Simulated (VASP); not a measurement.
Si2W, 3 atoms in the cell. Symmetry: C2, No. 5, monoclinic system. The conventional cell has a = 8.234 Å, b = 3.275 Å, c = 2.958 Å, α = 90.00°, β = 107.07°, γ = 90.00°. Si (site symmetry 1) has 5 W at 2.45 to 2.72 Å and 9 Si at 2.50 to 3.28 Å within 3.3 Å. Within 3.3 Å of W (site symmetry 2) lie 10 Si at 2.45 to 2.72 Å and 4 W at 2.96 to 3.28 Å.  This cell differs from its parent crystal: strained and its atoms moved.

| Property | Result |
| --- | --- |
| Program | VASP 6.6.1 |
| Task | single point |
| Functional | PBE |
| Potentials or basis | VASP PAW PBE potentials, release 64 (Si, W_sv) |
| Cutoff | 520 eV |
| k mesh | 16 × 16 × 16 |
| Occupations | gaussian, width 0.1 eV |
| Spin | no spin polarisation |
| Dipole correction | no |
| Further INCAR settings | ALGO = Fast; EDIFF = 1e-06; NBANDS = 18 |

Potentials or basis: VASP PAW PBE potentials, release 64 (Si, W_sv).

Command:

```console
$ cat potpaw_PBE.64/Si/POTCAR potpaw_PBE.64/W_sv/POTCAR > POTCAR
$ mpirun -np 1 vasp_std > vasp.out
```

Hardware: 1 thread of Oxide Virtual Turin-like Processor (shared host).

Question: Estimate the wall time of this run.

Answer: Wall time 36 min on 1 thread of Oxide Virtual Turin-like Processor, on a shared host, peak memory 0.76 GiB. Counts: scf iterations 14, k points 1098.
